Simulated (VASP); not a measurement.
# In (P6_3/mmc) in VASP: notebook, part 2 of 2

VASP 6.6.1. The steps go on from the part before.

### Step 4. Single point, BLYP (28.89 Å³/atom)

This run uses another cell than the first one, of 28.89 Å³/atom.

The input, INCAR:

```
SYSTEM = In
PREC = Accurate ; ENCUT = 520
EDIFF = 1E-7 ; ISMEAR = -1
SIGMA = 0.1 ; LREAL = .FALSE.
LASPH = .TRUE. ; NELM = 80
ALGO = Normal ; ISIF = 2
LWAVE = .FALSE. ; LCHARG = .FALSE.
GGA = B5 ; ALDAX = 1.0
AGGAX = 1.0 ; AGGAC = 1.0
ALDAC = 0.0 ; NBANDS = 20
```

The input, KPOINTS:

```
regular mesh
0
G
  12 12 6
  0 0 0
```

The input, POSCAR:

```
In
1.0
    3.4624558450      0.0000000000      0.0000000000
   -1.7312279225      2.9985747213      0.0000000000
    0.0000000000      0.0000000000      5.5644719045
In
2
Direct
    0.3333333333      0.6666666667      0.2500000000
    0.6666666667      0.3333333333      0.7500000000
```

On the command line:

```sh
$ cat potpaw_PBE.64/In_d/POTCAR > POTCAR
$ mpirun -np 1 vasp_std > vasp.out
```

It took 39 s on 1 thread of AMD EPYC 9R45 (Zen 5), shared host; peak memory 0.18 GiB.

The run converged. Its results:

```
Free energy            : -3.7088 eV
Pressure               : 2.3 GPa
Band gap on the k mesh : zero (bands 13 and 14 overlap by 5.64 eV)
```

Stress tensor (GPa, compression positive):
```
2.22 0.00 0.00
0.00 2.22 0.00
0.00 0.00 2.50
```

Levels at points of the mesh, in eV from the Fermi level:
```csv
k point,band 10,band 11,band 12,band 13,band 14,band 15,band 16,band 17
"(0.00, 0.00, 0.00)",-14.32,-8.86,-4.20,-2.76,7.32,7.32,9.11,9.11
"(0.50, 0.00, 0.00)",-14.30,-4.83,-3.88,-0.08,0.53,1.01,3.08,3.65
"(0.00, 0.00, 0.50)",-14.38,-7.56,-7.56,3.12,3.12,8.26,8.26,8.26
"(0.50, 0.00, 0.50)",-14.31,-3.68,-3.68,-2.23,-2.23,5.08,5.08,5.74
```

Caveat: the PAW data sets were made with another functional, which shifts forces and pressure a little; spin-orbit coupling is left out, which moves the levels of the heavy elements.

### Step 5. Single point, BLYP (30.14 Å³/atom)

This run uses another cell than the first one, of 30.14 Å³/atom.

The input, INCAR:

```
PREC = Accurate
ENCUT = 520
EDIFF = 1E-7
ISMEAR = -1
SIGMA = 0.1
LREAL = F
LASPH = T
NELM = 60
ALGO = Normal
ISIF = 2
LWAVE = F
LCHARG = T
GGA = B5
ALDAX = 1.0
AGGAX = 1.0
AGGAC = 1.0
ALDAC = 0.0
LELF = T
LVHAR = T
NBANDS = 20
```

The input, KPOINTS:

```
Automatic mesh
0
Gamma
  12 12 6
```

The input, POSCAR:

```
In
1.0
    3.5119261836      0.0000000000      0.0000000000
   -1.7559630918      3.0414172913      0.0000000000
    0.0000000000      0.0000000000      5.6439751016
In
2
Direct
    0.3333333333      0.6666666667      0.2500000000
    0.6666666667      0.3333333333      0.7500000000
```

On the command line:

```sh
$ cat potpaw_PBE.64/In_d/POTCAR > POTCAR
$ mpirun -np 1 vasp_std > vasp.out
```

It took 47 s on 1 thread of AMD EPYC 9R45 (Zen 5), shared host; peak memory 0.19 GiB.

Results (log left out):

```
Free energy            : -3.7362 eV
Pressure               : 1.0 GPa
Band gap on the k mesh : zero (bands 13 and 14 overlap by 5.37 eV)
```

Stress tensor (GPa, compression positive):
```
1.01 0.00 0.00
0.00 1.01 0.00
0.00 0.00 1.12
```

Levels at points of the mesh, in eV from the Fermi level:
| k point | band 11 | band 12 | band 13 | band 14 | band 15 | band 16 |
| --- | --- | --- | --- | --- | --- | --- |
| (0.00, 0.00, 0.00) | -8.61 | -4.19 | -2.61 | 7.04 | 7.04 | 8.77 |
| (0.50, 0.00, 0.00) | -4.77 | -3.79 | -0.19 | 0.51 | 1.01 | 3.03 |
| (0.00, 0.00, 0.50) | -7.36 | -7.36 | 3.00 | 3.00 | 7.94 | 7.94 |
| (0.50, 0.00, 0.50) | -3.69 | -3.69 | -2.11 | -2.11 | 4.92 | 4.92 |

Caveat: the PAW data sets were made with another functional, which shifts forces and pressure a little; spin-orbit coupling is left out, which moves the levels of the heavy elements.

### Step 6. Single point, BLYP (31.40 Å³/atom)

The input, INCAR:

```
PREC = Accurate
ENCUT = 520
EDIFF = 1E-6
ISMEAR = -1
SIGMA = 0.1
LREAL = F
LASPH = T
NELM = 60
ALGO = Normal
ISIF = 2
LWAVE = F
LCHARG = F
GGA = B5
ALDAX = 1.0
AGGAX = 1.0
AGGAC = 1.0
ALDAC = 0.0
NBANDS = 20
```

KPOINTS is that of step 5.

The input, POSCAR:

```
In
1.0
    3.5600407404      0.0000000000      0.0000000000
   -1.7800203702      3.0830857197      0.0000000000
    0.0000000000      0.0000000000      5.7212994376
In
2
Direct
    0.3333333333      0.6666666667      0.2500000000
    0.6666666667      0.3333333333      0.7500000000
```

Potentials or basis: VASP PAW PBE potentials, release 64 (In_d).

On the command line:

```sh
$ cat potpaw_PBE.64/In_d/POTCAR > POTCAR
$ mpirun -np 1 vasp_std > vasp.out
```

Run time: 43 s. Hardware: 1 thread of AMD EPYC 9R45 (Zen 5), shared host; peak memory 0.2 GiB.

It converged, with:

```yaml
Free_energy: -3.7458 eV
Pressure: 0.0 GPa
Band_gap_on_the_k_mesh: zero (bands 13 and 14 overlap by 5.11 eV)
```

Levels at points of the mesh, in eV from the Fermi level:
| k point | band 9 | band 10 | band 11 | band 12 | band 13 | band 14 | band 15 | band 16 | band 17 | band 18 |
| --- | --- | --- | --- | --- | --- | --- | --- | --- | --- | --- |
| (0.00, 0.00, 0.00) | -14.33 | -14.33 | -8.38 | -4.19 | -2.47 | 6.78 | 6.78 | 8.44 | 8.44 | 9.16 |
| (0.50, 0.00, 0.00) | -14.31 | -14.31 | -4.72 | -3.72 | -0.28 | 0.50 | 1.01 | 2.97 | 3.46 | 6.98 |
| (0.00, 0.00, 0.50) | -14.37 | -14.37 | -7.17 | -7.17 | 2.88 | 2.88 | 7.63 | 7.63 | 7.63 | 7.63 |
| (0.50, 0.00, 0.50) | -14.32 | -14.32 | -3.71 | -3.71 | -1.99 | -1.99 | 4.76 | 4.76 | 5.30 | 5.30 |

Caveat: the PAW data sets were made with another functional, which shifts forces and pressure a little; spin-orbit coupling is left out, which moves the levels of the heavy elements.

### Step 7. Overview

| cell | k mesh | gap on the mesh (eV) | pressure (GPa) |
| --- | --- | --- | --- |
| a = 3.560, b = 3.560, c = 5.721 Å, angles 90.0, 90.0, 120.0°, 2 atoms | 11 × 11 × 6 | none | 0.0 |
| a = 3.412, b = 3.412, c = 5.483 Å, angles 90.0, 90.0, 120.0°, 2 atoms | 12 × 12 × 6 | none | 3.9 |
| a = 3.462, b = 3.462, c = 5.564 Å, angles 90.0, 90.0, 120.0°, 2 atoms | 12 × 12 × 6 | none | 2.3 |
| a = 3.512, b = 3.512, c = 5.644 Å, angles 90.0, 90.0, 120.0°, 2 atoms | 12 × 12 × 6 | none | 1.0 |
| a = 3.560, b = 3.560, c = 5.721 Å, angles 90.0, 90.0, 120.0°, 2 atoms | 12 × 12 × 6 | none | 0.0 |

Alike in all rows: task single point; level BLYP; potentials or basis VASP PAW PBE potentials, release 64 (In_d); no spin polarisation; cutoff (eV) 520; smearing fermi-dirac 0.1 eV.

Caveats: the PAW data sets were made with another functional, which shifts forces and pressure a little; spin-orbit coupling is left out, which moves the levels of the heavy elements; the cell stands under pressure (at least some runs).

Absolute energies hang on the potentials; compare differences alone.
